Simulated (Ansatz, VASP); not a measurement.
# SrV3: VASP beside Ansatz

INCAR

```
SYSTEM = SrV3
PREC = Accurate ; ENCUT = 600
EDIFF = 1E-7 ; ISMEAR = 0
SIGMA = 0.1 ; LREAL = .FALSE.
LASPH = .TRUE. ; NELM = 150
ALGO = Fast ; ISIF = 3
LWAVE = .FALSE. ; LCHARG = .FALSE.
ISPIN = 2 ; MAGMOM = 0 0.53 0.53 0.53
LORBIT = 11 ; LMAXMIX = 4
GGA = PE ; IBRION = 2
NSW = 90 ; EDIFFG = -0.04
```

KPOINTS

```
Automatic mesh
0
G
  4 4 4
  0 0 0
```

POSCAR

```
SrV3
1.0
    4.1148174944      0.0000000000      0.0000000000
    0.0000000000      4.1148174944      0.0000000000
    0.0000000000      0.0000000000      4.1148174944
Sr V
1 3
Direct
    0.0000000000      0.0000000000      0.0000000000
    0.0000000000      0.5000000000      0.5000000000
    0.5000000000      0.0000000000      0.5000000000
    0.5000000000      0.5000000000      0.0000000000
```

Input for Ansatz:

```yaml
crystal:
  lattice:
    - [4.1148174944, 0.0, 0.0]
    - [0.0, 4.1148174944, 0.0]
    - [0.0, 0.0, 4.1148174944]
  atoms:
    - { symbol: Sr, position: [0.0, 0.0, 0.0] }
    - { symbol: V, position: [0.0, 0.5, 0.5], spin: 0.53 }
    - { symbol: V, position: [0.5, 0.0, 0.5], spin: 0.53 }
    - { symbol: V, position: [0.5, 0.5, 0.0], spin: 0.53 }
basis:
  ecutwfc: 420
kpoints:
  mp_grid: { grid: [4, 4, 4] }
hamiltonian:
  xc: pbe
scf:
  occupations: { method: gaussian, width: 0.1 }
  lower_state_search: "off"
output:
  forces: true
  stress: true
  eigenvalues: true
  populations: true
magnetization:
  spin_polarized: true
relax:
  adjacent_minimum: "off"
  f_tol: 0.04
  max_steps: 70
  cell: { stress_tol: 0.4 }
```

Alike in both runs: task relaxation of cell and atoms; functional PBE; k mesh 4 × 4 × 4; occupations gaussian, width 0.1 eV; collinear spin.

```csv
,VASP,Ansatz
version,VASP 6.6.1,Ansatz 0.2.0
potentials or method,"VASP PAW PBE potentials, release 64 (Sr_sv, V_sv), cutoff 600 eV","scalar-relativistic, plane waves, PAW"
valence electrons in the cell,49,49
```

```tsv
	VASP	Ansatz	Ansatz less VASP
gap on the k mesh at the Fermi level, each at its own relaxed structure (eV)	none	none	-
net moment per atom (μB)	0.46	0.45	-0.001
size of the moment on the site where the two differ most (μB)	0.50	0.52	+0.020
relaxed volume (Å³/atom)	18.66	18.66	-0.007
relaxed length of the cell vector where the two differ most in proportion (Å)	4.211	4.210	-0.0005
```

Site moments also hang on the region over which each program counts them. A gap of «none» marks a metal or a gap that the smearing closes.

The k mesh is coarse, so the values compare programs but aren't converged.
